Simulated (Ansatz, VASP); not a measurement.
# Ce in VASP and in Ansatz

```
CELL_PARAMETERS angstrom
1.62949 3.08951 0.00000
1.62949 -3.08951 0.00000
0.00000 0.00000 -5.28630
ATOMIC_POSITIONS crystal
Ce 0.10188 0.89812 0.75000
Ce 0.89812 0.10188 0.25000
```

Alike in both runs: functional PBE; k mesh 6 × 6 × 4; no spin polarisation.

Ansatz relaxed the structure, and its values are those at the end. VASP's run is a single point on that final structure, the one shown.

|  | VASP | Ansatz |
| --- | --- | --- |
| version | VASP 6.6.1 | Ansatz 0.2.0 |
| potentials or method | VASP PAW PBE potentials, release 64 (Ce), cutoff 520 eV | PAW plane waves |
| occupations | fermi-dirac, width 0.1 eV | fermi-dirac |
| valence electrons in the cell | 24 | 24 |

```csv
,VASP,Ansatz,Ansatz less VASP
gap on the k mesh at the Fermi level (eV),none,none,-
pressure (GPa),-0.2,0.0,+0.18
```

A gap of «none» marks a metal or a gap that the smearing closes.

The k mesh is coarse, so the values compare programs but aren't converged. Spin-orbit coupling is off throughout.
